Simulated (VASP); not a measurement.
# PbO (P4/nmm) in VASP: elastic constants with PBEsol

Aim: the elastic constants of PbO with PBEsol.

Everything below comes from runs of VASP 6.6.1. Logs are shortened: lines on timing, memory, paths and dates and some standing lists are left out, and cuts for length are marked.

### Step 1. The cell of the first run

The structure is tetragonal, space group P4/nmm (No. 129). Conventional cell: a = 3.990 Å, b = 3.990 Å, c = 5.010 Å, α = 90.00°, β = 90.00°, γ = 90.00°. Pb (site symmetry 4mm) has 4 O at 2.33 Å within 3.1 Å. Within 3.1 Å of O (site symmetry -4m2) lie 4 Pb at 2.33 Å and 4 O at 2.82 Å.

### Step 2. Elastic constants, PBEsol

INCAR reads:

```
  ALGO = Normal
  EDIFF = 1E-8
  ENCUT = 600
  GGA = PS
  GGA_COMPAT = False
  IBRION = 6
  ISIF = 3
  ISMEAR = 0
  LASPH = True
  LCHARG = True
  LREAL = False
  LWAVE = False
  NELM = 120
  NFREE = 2
  NSW = 1
  POTIM = 0.015
  PREC = Accurate
  SIGMA = 0.01
```

KPOINTS reads:

```
k-points
0
Gamma
  6 6 6
```

POSCAR reads:

```
PbO
1.0
    3.9900000000      0.0000000000      0.0000000000
    0.0000000000      3.9900000000      0.0000000000
    0.0000000000      0.0000000000      5.0100000000
Pb O
2 2
Direct
    0.5000000000      0.0000000000      0.7600000000
    0.0000000000      0.5000000000      0.2400000000
    0.5000000000      0.5000000000      0.0000000000
    0.0000000000      0.0000000000      0.0000000000
```

Potentials or basis: VASP PAW PBE potentials, release 64 (Pb_d, O).

Launch:

```bash
$ cat potpaw_PBE.64/Pb_d/POTCAR potpaw_PBE.64/O/POTCAR > POTCAR
$ mpirun -np 1 vasp_std > vasp.out
```

OUTCAR:

```text
EDIFF = 1E-8
   ENCUT = 600
   GGA = PS
   IBRION = 6
   ISIF = 3
   ISMEAR = 0
   LASPH = True
   LREAL = False
   NELM = 120
   NFREE = 2
   NSW = 1
   POTIM = 0.015
   PREC = Accurate

 ion  position               nearest neighbor table
   1  0.500  0.000  0.760-   3 2.33   4 2.33   3 2.33   4 2.33   2 3.71   2 3.71   2 3.71   2 3.71
                             2 3.84   2 3.84   2 3.84   2 3.84
   2  0.000  0.500  0.240-   3 2.33   4 2.33   4 2.33   3 2.33   1 3.71   1 3.71   1 3.71   1 3.71
                             1 3.84   1 3.84   1 3.84   1 3.84
   3  0.500  0.500  0.000-   1 2.33   2 2.33   1 2.33   2 2.33
   4  0.000  0.000  0.000-   1 2.33   2 2.33   2 2.33   1 2.33

  LATTYP: Found a simple tetragonal cell.
 ALAT       =     3.9900000000
 C/A-ratio  =     1.2556390977

  Lattice vectors:

 A1 = (   3.9900000000,   0.0000000000,   0.0000000000)
 A2 = (   0.0000000000,   3.9900000000,   0.0000000000)
 A3 = (   0.0000000000,   0.0000000000,   5.0100000000)

Analysis of symmetry for initial positions (statically):
=====================================================================
 Subroutine PRICEL returns:
 Original cell was already a primitive cell.

 Routine SETGRP: Setting up the symmetry group for a
 simple tetragonal supercell.

 Subroutine GETGRP returns: Found 16 space group operations
 (whereof  8 operations were pure point group operations)
 out of a pool of 16 trial point group operations.

The static configuration has the point symmetry D_2d.
 The point group associated with its full space group is D_4h.

Analysis of symmetry for dynamics (positions and initial velocities):
=====================================================================
 Subroutine PRICEL returns:
 Original cell was already a primitive cell.

 Routine SETGRP: Setting up the symmetry group for a
 simple tetragonal supercell.

 Subroutine GETGRP returns: Found 16 space group operations
 (whereof  8 operations were pure point group operations)
 out of a pool of 16 trial point group operations.

The dynamic configuration has the point symmetry D_2d.
 The point group associated with its full space group is D_4h.

 Subroutine INISYM returns: Found 16 space group operations
 (whereof  8 operations are pure point group operations),
 and found     1 'primitive' translations

----------------------------------------------------------------------------------------

                                     Primitive cell

  volume of cell :      79.7597

  direct lattice vectors                    reciprocal lattice vectors
     3.990000000  0.000000000  0.000000000     0.250626566  0.000000000  0.000000000
     0.000000000  3.990000000  0.000000000     0.000000000  0.250626566  0.000000000
     0.000000000  0.000000000  5.010000000     0.000000000  0.000000000  0.199600798

  length of vectors
     3.990000000  3.990000000  5.010000000     0.250626566  0.250626566  0.199600798

  position of ions in fractional coordinates (direct lattice)
     0.500000000  0.000000000  0.760000000
     0.000000000  0.500000000  0.240000000
     0.500000000  0.500000000  0.000000000
     0.000000000  0.000000000  0.000000000

  ion indices of the primitive-cell ions
   primitive index   ion index
                 1           1
                 2           2
                 3           3
                 4           4

----------------------------------------------------------------------------------------

 KPOINTS: k-points

Automatic generation of k-mesh.
[... 112 lines left out ...]
  ext. energy  EPLUGINS =         0.00000000
  ---------------------------------------------------
  free energy    TOTEN  =       -22.87275420 eV

  energy without entropy =      -22.87275420  energy(sigma->0) =      -22.87275420

------------------------ aborting loop because EDIFF is reached ----------------------------------------

  FORCE on cell =-STRESS in cart. coord.  units (eV):
  Direction    XX          YY          ZZ          XY          YZ          ZX
  --------------------------------------------------------------------------------------
  -------------------------------------------------------------------------------------
  Total       -0.3593718     -0.3593718     -0.5512788      0.0000000      0.0000000      0.0000000
  in kB       -7.2189010     -7.2189010    -11.0738419      0.0000000      0.0000000      0.0000000
  external PRESSURE =      -8.5038813 kB  Pullay stress =       0.0000000 kB
[... 95 lines left out ...]
  FREE ENERGIE OF THE ION-ELECTRON SYSTEM (eV)
  ---------------------------------------------------
  free  energy   TOTEN  =       -22.8706216504 eV

  energy  without entropy=      -22.8706216504  energy(sigma->0) =      -22.87062165

 E-fermi :   4.8210     XC(G=0):  -9.9927

 val. band max:        4.7560729482   @ k =   0.0000   0.0000   0.0000
 cond. band min:       5.8373599094   @ k =   0.5000   0.5000   0.0000
 fundamental gap:      1.0812869612
 Fermi energy:         4.8209681892

 k-point     1 :       0.0000    0.0000    0.0000
  band No.  band energies     occupation
      1     -13.3474      2.00000
      2     -12.8290      2.00000
      3     -11.1680      2.00000
      4     -11.1680      2.00000
      5     -11.1090      2.00000
      6     -11.1042      2.00000
[... 637 lines left out ...]
     23      11.0266      0.00000
     24      11.0266      0.00000

 [... further k-points ...]

[... ionic steps 4 to 18 ...]

--------------------------------------- Ionic step       19  -------------------------------------------

 number of electron      40.0000002 magnetization

------------------------ aborting loop because EDIFF is reached ----------------------------------------
[... 71 lines left out ...]
--------------------------------------- Ionic step       21  -------------------------------------------

 number of electron      40.0000001 magnetization

 Free energy of the ion-electron system (eV)
  ---------------------------------------------------
  ext. energy  EPLUGINS =         0.00000000
  ---------------------------------------------------
  free energy    TOTEN  =       -22.87193650 eV

  energy without entropy =      -22.87193650  energy(sigma->0) =      -22.87193650

 E-fermi :   4.9511     XC(G=0): -10.0712

 val. band max:        4.8914532460   @ k =   0.0000   0.0000   0.0000
 cond. band min:       5.9948066337   @ k =   0.5000   0.5000   0.0000
 fundamental gap:      1.1033533877
 Fermi energy:         4.9511376323

 k-point     1 :       0.0000    0.0000    0.0000
  band No.  band energies     occupation
      1     -13.2988      2.00000
      2     -12.7677      2.00000
      3     -11.0286      2.00000
      4     -11.0283      2.00000
      5     -10.9675      2.00000
      6     -10.9506      2.00000
[... 670 lines left out ...]
  FREE ENERGIE OF THE ION-ELECTRON SYSTEM (eV)
  ---------------------------------------------------
  free  energy   TOTEN  =       -22.8719365031 eV

  energy  without entropy=      -22.8719365031  energy(sigma->0) =      -22.87193650

 INTERNAL STRAIN TENSORS FROM STRAINED CELLS
 ============================================

 INTERNAL STRAIN TENSOR FOR ION    1 for displacements in x,y,z  (eV/Angst):
          X           Y           Z          XY          YZ          ZX
  --------------------------------------------------------------------------------
  x     0.00000     0.00000    -0.00000     0.00000     0.00000     5.67112
  y     0.00000     0.00000     0.00000     0.00000     5.37901     0.00000
  z    10.57757    10.57936    17.20509     0.00227    -0.00062    -0.00011

 INTERNAL STRAIN TENSORS FROM DISPLACED ATOMS
 ============================================

 INTERNAL STRAIN TENSOR FOR ION    1 for displacements in x,y,z  (eV/Angst):
          X           Y           Z          XY          YZ          ZX
  --------------------------------------------------------------------------------
  x     0.00000     0.00000     0.00000     0.00000     0.00000     5.65393
  y     0.00000     0.00000     0.00000     0.00000     5.65394     0.00000
  z    10.55489    10.55489    17.48680     0.00000     0.00000     0.00000

 INTERNAL STRAIN TENSOR FOR ION    4 for displacements in x,y,z  (eV/Angst):
          X           Y           Z          XY          YZ          ZX
  --------------------------------------------------------------------------------
  x     0.00000     0.00000     0.00000     0.00000     0.00000    -3.45333
  y     0.00000     0.00000     0.00000     0.00000     3.45334     0.00000
  z    -6.92445     6.92445     0.00000     0.00000     0.00000     0.00000

 Eigenvectors and eigenvalues of the dynamical matrix
 ----------------------------------------------------

   1 f  =   12.083191 THz    75.920928 2PiTHz  403.051868 cm-1    49.972040 meV
             X         Y         Z           dx          dy          dz
      1.995000  0.000000  3.807600    -0.017199   -0.044543   -0.000000
      0.000000  1.995000  1.202400     0.017199    0.044543   -0.000000
      1.995000  1.995000  0.000000    -0.254129    0.658133    0.000000
      0.000000  0.000000  0.000000     0.254129   -0.658133    0.000000
[... 71 lines left out ...]
  12 f/i=    0.000751 THz     0.004719 2PiTHz    0.025053 cm-1     0.003106 meV
             X         Y         Z           dx          dy          dz
      1.995000  0.000000  3.807600     0.038078    0.680207   -0.000000
      0.000000  1.995000  1.202400     0.038078    0.680207   -0.000000
      1.995000  1.995000  0.000000     0.010586    0.189094   -0.000000
      0.000000  0.000000  0.000000     0.010586    0.189094   -0.000000

--------------------------------------------------------------------------------------------------------

 ELASTIC MODULI CONTR FROM IONIC RELAXATION (kBar)
 Direction    XX          YY          ZZ          XY          YZ          ZX
 --------------------------------------------------------------------------------
 XX        -570.5310     13.9694   -461.0411      0.0000      0.0000      0.0000
 YY          13.9694   -570.5310   -461.0411      0.0000      0.0000      0.0000
 ZZ        -461.0411   -461.0411   -763.8287      0.0000      0.0000      0.0000
 XY           0.0000      0.0000      0.0000      0.0000      0.0000      0.0000
 YZ           0.0000      0.0000      0.0000      0.0000   -236.3301     -0.0000
 ZX           0.0000      0.0000      0.0000      0.0000     -0.0000   -236.3290
 --------------------------------------------------------------------------------

 TOTAL ELASTIC MODULI (kBar)
 Direction    XX          YY          ZZ          XY          YZ          ZX
 --------------------------------------------------------------------------------
 XX         729.1583    671.9329    147.9096     -0.0000      0.0000      0.0000
 YY         671.9329    729.1583    147.9096      0.0000      0.0000      0.0000
 ZZ         147.9096    147.9096    198.3613      0.0000      0.0000      0.0000
 XY          -0.0000      0.0000      0.0000    589.8968      0.0000      0.0000
 YZ           0.0000      0.0000      0.0000      0.0000    167.0733     -0.0000
 ZX           0.0000      0.0000      0.0000      0.0000     -0.0000    167.0738
 --------------------------------------------------------------------------------
```

It took 12 min on 1 thread of Intel Xeon Platinum 8559C (Emerald Rapids), shared host; peak memory 0.41 GiB.

What came out:

```yaml
Voigt_bulk_modulus: 40 GPa
Highest_phonon_frequency_at_Γ_LO-TO_splitting_left_out: 403 cm⁻¹
```

Phonon frequencies in cm⁻¹ (negative: imaginary):
```tsv
q point	frequencies
(0.000, 0.000, 0.000)	0 0 0 81 81 145 247 247 335 381 403 403
```

Elastic tensor in Voigt notation (GPa, in the Cartesian axes of the cell as first typed):
```
73 67 15  0  0  0
67 73 15  0  0  0
15 15 20  0  0  0
 0  0  0 17  0  0
 0  0  0  0 17  0
 0  0  0  0  0 59
```

Clamped-ion elastic tensor (GPa):
```
130  66  61   0   0   0
 66 130  61   0   0   0
 61  61  96   0   0   0
  0   0   0  40   0   0
  0   0   0   0  40   0
  0   0   0   0   0  59
```

Caveat: the PAW data sets were made with another functional, which shifts forces and pressure a little; spin-orbit coupling is left out, which moves the levels of the heavy elements.
